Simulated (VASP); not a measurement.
GaS:

```
Ga S
1.0
     3.58500    0.00000    0.00000
    -1.79250    3.10470    0.00000
     0.00000    0.00000   15.50000
Ga S
4 4
Direct
  0.33333 0.66667 0.17102
  0.66667 0.33333 0.67102
  0.33333 0.66667 0.32898
  0.66667 0.33333 0.82898
  0.33333 0.66667 0.60080
  0.66667 0.33333 0.10080
  0.33333 0.66667 0.89920
  0.66667 0.33333 0.39920
```

Base run:

* Program: VASP 6.6.1
* Functional: PBEsol
* Potentials or basis: VASP PAW PBE potentials, release 64 (Ga_d, S)
* Cutoff: 400 eV
* k mesh: 14 × 14 × 3
* Occupations: fermi-dirac, width 0.02 eV
* Spin: no spin polarisation

Its results: band gap on the k mesh 1.49 eV, indirect (least direct gap 1.61 eV); pressure -1.0 GPa; largest force 0.127 eV/Å.

The run is repeated on the same cell with these changes: functional from PBEsol to LDA; potentials or basis from VASP PAW PBE potentials, release 64 (Ga_d, S) to VASP PAW LDA potentials, release 64 (Ga_d, S). What comes out?

Band gap on the k mesh 1.45 eV, indirect (least direct gap 1.49 eV); pressure -2.9 GPa; largest force 0.261 eV/Å.

Caveats: the PAW data sets were made with another functional, which shifts forces and pressure a little (some runs); this functional lacks dispersion, which binds the layers, so the pressure and a relaxed spacing across them are unreliable (some runs).

A k mesh can miss the band edges.
